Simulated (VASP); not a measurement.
Ni, 1 atom in the cell. It takes space group Fm-3m (No. 225, cubic). Conventional cell: a = 3.466 Å, b = 3.466 Å, c = 3.466 Å, α = 90.00°, β = 90.00°, γ = 90.00°. Within 3.2 Å of Ni (site symmetry m-3m) lie 12 Ni at 2.45 Å. 

```yaml
Program: VASP 6.6.1
Task: single point
Functional: PBE
Potentials_or_basis: VASP PAW PBE potentials, release 64 (Ni)
Cutoff: 520 eV
k_mesh: 20 × 20 × 20
Occupations: gaussian, width 0.1 eV
Spin: collinear spin, ferromagnetic start
Starting_moments: "[0.74] μB"
Dipole_correction: no
Further_INCAR_settings: ALGO = Normal; EDIFF = 1e-07; NBANDS = 15
```

Potentials or basis: VASP PAW PBE potentials, release 64 (Ni).

The run is started by

```sh
$ cat potpaw_PBE.64/Ni/POTCAR > POTCAR
$ mpirun -np 1 vasp_std > vasp.out
```

Hardware: 1 thread of Intel(R) Xeon(R) 6975P-C (Granite Rapids), on a shared host.

Q: How long does it take, and how much memory?

A: Run time: 44 s on 1 thread of Intel(R) Xeon(R) 6975P-C (Granite Rapids), with other jobs on the host, peak memory 0.16 GiB. Counts: scf iterations 14, k points 256.
